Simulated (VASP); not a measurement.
A run of VASP 6.6.1 is set up as follows.

INCAR

```
SYSTEM = Al
PREC = Accurate
ENCUT = 520
EDIFF = 1E-6
ISMEAR = 0
SIGMA = 0.15
LREAL = .False.
LASPH = .True.
NELM = 60
ALGO = Fast
ISIF = 2
LWAVE = .False.
LCHARG = .False.
GGA = PS
NBANDS = 8
```

Contents of KPOINTS:

```
regular mesh
0
Gamma
  20 20 20
  0 0 0
```

POSCAR

```
Al
1.0
   -1.6230430638      1.6230430638      1.5912186900
    1.6230430638     -1.6230430638      1.5912186900
    1.5593943162      1.5593943162     -1.5912186900
Al
1
Direct
    0.0000000000      0.0000000000      0.0000000000
```

Potentials or basis: VASP PAW PBE potentials, release 64 (Al).

Command:

```console
$ cat potpaw_PBE.64/Al/POTCAR > POTCAR
$ mpirun -np 1 vasp_std > vasp.out
```

Q: Estimate the pressure.

A: 2.4 GPa.

Q: Estimate the band gap on the k mesh.

A: Zero (an odd number of electrons rules out a gap without spin polarisation).

Stress tensor (GPa, compression positive):
```
2.33 1.97 0.00
1.97 2.33 0.00
0.00 0.00 2.59
```

Caveat: the cell differs from its parent crystal (strain -0.0400 x Voigt [0, 0, 0, 0, 0, 1]); the PAW data sets were made with another functional, which shifts forces and pressure a little.
